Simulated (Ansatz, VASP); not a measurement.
# One calculation of Zr2Br3Cl, two programs

```
Zr Br Cl
1.0
     2.99520   -5.48493    0.00000
     2.99520    5.48493    0.00000
     0.00000    0.00000    4.67432
Zr Br Cl
2 3 1
Direct
  0.50000 0.00000 0.50000
  0.00000 0.50000 0.50000
  0.69489 0.30511 0.00000
  0.30511 0.69489 0.00000
  0.50000 0.50000 0.50000
  0.00000 0.00000 0.00000
```

Change from the starting cell: species swapped into the LaAl2Ag3 type (Cmmm, No. 65).

Alike in both runs: functional PBE; k mesh 4 × 4 × 4; occupations gaussian, width 0.1 eV; no spin polarisation.

Ansatz relaxed the structure, and its values are those at the end. VASP's run is a single point on that final structure, the one shown.

|  | VASP | Ansatz |
| --- | --- | --- |
| version | VASP 6.6.1 | Ansatz 0.2.0 |
| potentials or method | VASP PAW PBE potentials, release 64 (Zr_sv, Br, Cl), cutoff 520 eV | scalar-relativistic, plane waves, PAW |
| valence electrons in the cell | 52 | 52 |

|  | VASP | Ansatz | Ansatz less VASP |
| --- | --- | --- | --- |
| gap on the k mesh at the Fermi level (eV) | none | none | - |
| pressure (GPa) | 0.2 | 0.1 | -0.01 |
| rms of the force components (eV/Å) | 0.008 | 0.008 | +0.0007 |

A gap of «none» marks a metal or a gap that the smearing closes.
